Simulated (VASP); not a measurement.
Here is a VASP 6.6.1 calculation.

Contents of POSCAR:

```
C
1.0
    2.5098396852      0.0000000000      0.0000000000
   -1.2549198426      2.1735849268      0.0000000000
    0.0000000000      0.0000000000      7.8663083936
C
8
Direct
    0.0000000000      0.0000000000      0.0929334757
    0.0000000000      0.0000000000      0.5929334757
    0.0000000000      0.0000000000      0.4070665243
    0.0000000000      0.0000000000      0.9070665243
    0.3333333333      0.6666666667      0.1554962089
    0.6666666667      0.3333333333      0.6554962089
    0.3333333333      0.6666666667      0.3445037911
    0.6666666667      0.3333333333      0.8445037911
```

File INCAR.step1:

```
SYSTEM = C
PREC = Accurate ; ENCUT = 520
ISMEAR = 0 ; SIGMA = 0.05
LREAL = .False. ; LASPH = .True.
NELM = 60 ; NBANDS = 26
GGA = PE ; ALGO = Normal
EDIFF = 1E-4 ; LWAVE = .True.
LCHARG = .False.
```

The input INCAR.step2:

```
SYSTEM = C
PREC = Accurate ; ENCUT = 520
EDIFF = 1E-6 ; ISMEAR = 0
SIGMA = 0.05 ; LREAL = .False.
LASPH = .True. ; NELM = 60
ALGO = Normal ; ISIF = 2
LWAVE = .False. ; LCHARG = .True.
METAGGA = R2SCAN ; LMIXTAU = .True.
LELF = .True. ; LVHAR = .True.
NBANDS = 26 ; ISTART = 1
```

Contents of KPOINTS:

```
regular mesh
0
Gamma
  12 12 4
  0 0 0
```

Potentials or basis: VASP PAW PBE potentials, release 64 (C).

Command:

```console
$ cat potpaw_PBE.64/C/POTCAR > POTCAR
$ cp INCAR.step1 INCAR
$ mpirun -np 1 vasp_std > vasp.out
$ cp INCAR.step2 INCAR
$ mpirun -np 1 vasp_std > vasp.out
```

Task: Predict the pressure.

Result: 28.7 GPa.

Task: What does it give for the largest force?

Result: 0.411 eV/Å.

Stress tensor (GPa, compression positive):
```
 3.10  0.00  0.00
 0.00  3.10  0.00
 0.00  0.00 79.89
```

Caveat: the cell differs from its parent crystal (strain +0.000 along x and y, -0.050 along z); the cell stands under pressure; the PAW data sets were made with another functional, which shifts forces and pressure a little.
